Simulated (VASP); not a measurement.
A run of VASP 6.6.1 is set up as follows.

INCAR

```
PREC = Accurate
ENCUT = 600
EDIFF = 1E-6
ISMEAR = 0
SIGMA = 0.1
LREAL = False
LASPH = True
NELM = 60
ALGO = Normal
ISIF = 3
LWAVE = False
LCHARG = False
GGA = PE
IBRION = 2
NSW = 90
EDIFFG = -0.04
```

KPOINTS

```
Automatic mesh
0
Gamma
  4 4 4
```

File POSCAR:

```
GaBiSe3
1.0
   -3.4000609400      3.4000609400      4.8084123000
    3.4000609400     -3.4000609400      4.8084123000
    3.4000609400      3.4000609400     -4.8084123000
Ga Bi Se
2 2 6
Direct
    0.5000000000      0.5000000000      0.0000000000
    0.0000000000      0.0000000000      0.0000000000
    0.7500000000      0.2500000000      0.5000000000
    0.2500000000      0.7500000000      0.5000000000
    0.2902837800      0.7902837800      0.0805675600
    0.7902837800      0.7097162200      0.5000000000
    0.7500000000      0.7500000000      0.0000000000
    0.7097162200      0.2097162200      0.9194324400
    0.2097162200      0.2902837800      0.5000000000
    0.2500000000      0.2500000000      0.0000000000
```

Potentials or basis: VASP PAW PBE potentials, release 64 (Ga_d, Bi_d, Se).

Launch:

```bash
$ cat potpaw_PBE.64/Ga_d/POTCAR potpaw_PBE.64/Bi_d/POTCAR potpaw_PBE.64/Se/POTCAR > POTCAR
$ mpirun -np 1 vasp_std > vasp.out
```

Problem. Estimate the relaxed cell.

Solution. a = 7.174 Å, b = 7.174 Å, c = 7.174 Å, α = 123.09°, β = 123.09°, γ = 84.72°.

Problem. What does it give for the relaxed volume?

Solution. 24.77 Å³/atom.

Problem. Estimate the space group after relaxing (to 0.1 Å).

Solution. I4/mcm (No. 140).

Problem. Predict the band gap on the k mesh.

Solution. Zero (bands 46 and 47 overlap by 0.28 eV).

The path:
```tsv
step	energy change (eV)	largest force (eV/Å)	pressure (GPa)	volume (Å³)
1	0.0000	1.1024	8.51	222.35
2	-0.7423	0.9937	-2.91	262.55
3	-0.8136	1.0327	-0.86	252.13
4	-1.0293	0.9613	-0.83	251.64
5	-1.5433	0.5885	-0.59	250.11
6	-1.7232	0.3658	0.77	246.93
7	-1.7796	0.0179	0.20	248.05
8	-1.7800	0.0375	0.24	247.97
9	-1.7962	0.0241	-0.74	250.85
10	-1.7976	0.0152	-0.54	250.21
11	-1.7969	0.0212	0.48	245.23
12	-1.8038	0.0198	-0.05	247.75
```

Caveat: spin-orbit coupling is left out, which moves the levels of the heavy elements.
